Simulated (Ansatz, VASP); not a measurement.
**Si7N: VASP beside Ansatz**

```
CELL_PARAMETERS angstrom
7.34374 0.00000 0.00000
-3.67187 6.35986 0.00000
0.00000 0.00000 5.90536
ATOMIC_POSITIONS crystal
Si 0.33333 0.66667 0.82308
Si 0.65509 0.82754 0.00193
Si 0.17246 0.82754 0.00193
Si 0.17246 0.34491 0.00193
Si 0.37337 0.18669 0.89967
Si 0.81331 0.62663 0.89967
Si 0.81331 0.18669 0.89967
Si 0.66667 0.33333 0.32308
Si 0.82754 0.65509 0.50193
Si 0.34491 0.17246 0.50193
Si 0.82754 0.17246 0.50193
Si 0.18669 0.37337 0.39967
Si 0.18669 0.81331 0.39967
Si 0.62663 0.81331 0.39967
N 0.33333 0.66667 0.50212
N 0.66667 0.33333 0.00212
```

Alike in both runs: functional PBE; k mesh 3 × 3 × 3; occupations gaussian, width 0.2 eV; no spin polarisation.

Ansatz relaxed the structure, and its values are those at the end. VASP's run is a single point on that final structure, the one shown.

```csv
,VASP,Ansatz
version,VASP 6.6.1,Ansatz 0.2.0
potentials or method,"VASP PAW PBE potentials, release 64 (Si, N), cutoff 520 eV","scalar-relativistic, plane waves, PAW"
valence electrons in the cell,66,66
```

|  | VASP | Ansatz | Ansatz less VASP |
| --- | --- | --- | --- |
| gap on the k mesh at the Fermi level (eV) | none | none | - |
| pressure (GPa) | 0.1 | 0.1 | +0.08 |
| rms of the force components (eV/Å) | 0.008 | 0.009 | +0.0007 |

A gap of «none» marks a metal or a gap that the smearing closes.
